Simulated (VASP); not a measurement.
Wanted: the native input for a VASP 6.6.1 run.

- Task: single point
- Functional: LDA
- Potentials or basis: VASP PAW LDA potentials, release 64 (Na_pv)
- Cutoff: 520 eV
- k mesh: 18 × 18 × 10
- Occupations: gaussian, width 0.15 eV
- Spin: no spin polarisation
- Dipole correction: no
- Further INCAR settings: ALGO = Fast; EDIFF = 1e-06; NBANDS = 14

The structure of Na lies in POSCAR:

```
Na
1.0
    3.8186101642      0.0000000000      0.0000000000
   -1.9093050821      3.3070134093      0.0000000000
    0.0000000000      0.0000000000      5.9887793729
Na
2
Direct
    0.3333333333      0.6666666667      0.2500000000
    0.6666666667      0.3333333333      0.7500000000
```

This cell differs from its parent crystal: ratio of the length along z to the lengths across it x 0.96, volume and fractional coordinates fixed.

The input as run:

INCAR

```
SYSTEM = Na
ALGO = Fast
EDIFF = 1E-6
ENCUT = 520
GGA = CA
ISIF = 2
ISMEAR = 0
LASPH = .True.
LCHARG = .False.
LREAL = .False.
LWAVE = .False.
NBANDS = 14
NELM = 60
PREC = Accurate
SIGMA = 0.15
```

KPOINTS

```
k-points
0
Gamma
  18 18 10
  0 0 0
```

Potentials or basis: VASP PAW LDA potentials, release 64 (Na_pv).

Run with:

```bash
$ cat potpaw_LDA.64/Na_pv/POTCAR > POTCAR
$ mpirun -np 1 vasp_std > vasp.out
```

Results of the run:

```
Pressure               : -0.9 GPa
Band gap on the k mesh : zero (band 7 reaches 2.09 eV, above the bottom of band 8 at -2.06 eV)
```

It took 2.1 min on 1 thread of Intel(R) Xeon(R) Platinum 8488C (Sapphire Rapids), on a shared host, peak memory 0.28 GiB.
